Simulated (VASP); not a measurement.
A run of VASP 6.6.1:

The input INCAR:

```
SYSTEM = Li2O
  PREC = Accurate
  ENCUT = 750
  EDIFF = 1E-6
  ISMEAR = 0
  SIGMA = 0.01
  LREAL = .False.
  LASPH = .True.
  NELM = 120
  ALGO = Normal
  ISIF = 2
  LWAVE = .False.
  LCHARG = .False.
  GGA = PE
  NBANDS = 13
  GGA_COMPAT = .False.
```

KPOINTS

```
regular mesh
0
Gamma
  6 6 6
  0 0 0
```

File POSCAR:

```
Li2O
1.0
    0.0000000000      2.2074655179      2.2074655179
    2.2074655179      0.0000000000      2.2074655179
    2.2074655179      2.2074655179      0.0000000000
Li O
2 1
Direct
    0.7500000000      0.7500000000      0.7500000000
    0.2500000000      0.2500000000      0.2500000000
    0.0000000000      0.0000000000      0.0000000000
```

Potentials or basis: VASP PAW PBE potentials, release 64 (Li_sv, O).

Command:

```bash
$ cat potpaw_PBE.64/Li_sv/POTCAR potpaw_PBE.64/O/POTCAR > POTCAR
$ mpirun -np 1 vasp_std > vasp.out
```

Hardware: 1 thread of Intel Xeon 8259CL, on a shared host.

**Question.** How long does it take, and how much memory?

**Answer.** Run time: 13 s on 1 thread of Intel Xeon 8259CL, with other jobs on the host, peak memory 0.15 GiB. Counts: scf iterations 13, k points 16.
